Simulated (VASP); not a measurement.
A run of VASP 6.6.1 is set up as follows.

File INCAR:

```
PREC = Accurate
ENCUT = 520
EDIFF = 1E-6
ISMEAR = 0
SIGMA = 0.05
LREAL = Auto
LASPH = T
NELM = 60
ALGO = Normal
ISIF = 2
LWAVE = F
LCHARG = F
GGA = PS
NBANDS = 118
```

The input KPOINTS:

```
regular mesh
0
Gamma
  3 3 3
```

POSCAR

```
MoW14
1.0
    6.3200000000      0.0000000000      0.0000000000
    0.0000000000      6.3200000000      0.0000000000
    0.0000000000      0.0000000000      6.3200000000
Mo W
1 14
Direct
   -0.2478903481      0.2478903481      0.2478903481
    0.5001125000      0.0003142405      0.0003142405
   -0.0003142405      0.4998875000      0.0003142405
   -0.0003142405      0.0003142405      0.4998875000
    0.2482626582      0.2481458861      0.2481458861
    0.5001773734      0.4998226266     -0.0000132911
    0.5001773734     -0.0000132911      0.4998226266
    0.0000132911      0.4998226266      0.4998226266
    0.2477219937      0.7522780063      0.2478539557
    0.2477219937      0.2478539557      0.7522780063
    0.5002816456      0.4997183544      0.4997183544
    0.7518541139      0.7517373418      0.2481458861
    0.7518541139      0.2481458861      0.7517373418
    0.2481958861      0.7518041139      0.7518041139
    0.7521460443      0.7522780063      0.7522780063
```

Potentials or basis: VASP PAW PBE potentials, release 64 (Mo_sv, W_sv).

The run is started by

```console
$ cat potpaw_PBE.64/Mo_sv/POTCAR potpaw_PBE.64/W_sv/POTCAR > POTCAR
$ mpirun -np 1 vasp_std > vasp.out
```

(1) Predict the largest force.

(2) Predict the band gap on the k mesh.

Results:

(1) 0.032 eV/Å.

(2) zero (filled and empty bands touch).

Caveat: the PAW data sets were made with another functional, which shifts forces and pressure a little; spin-orbit coupling is left out, which moves the levels of the heavy elements.
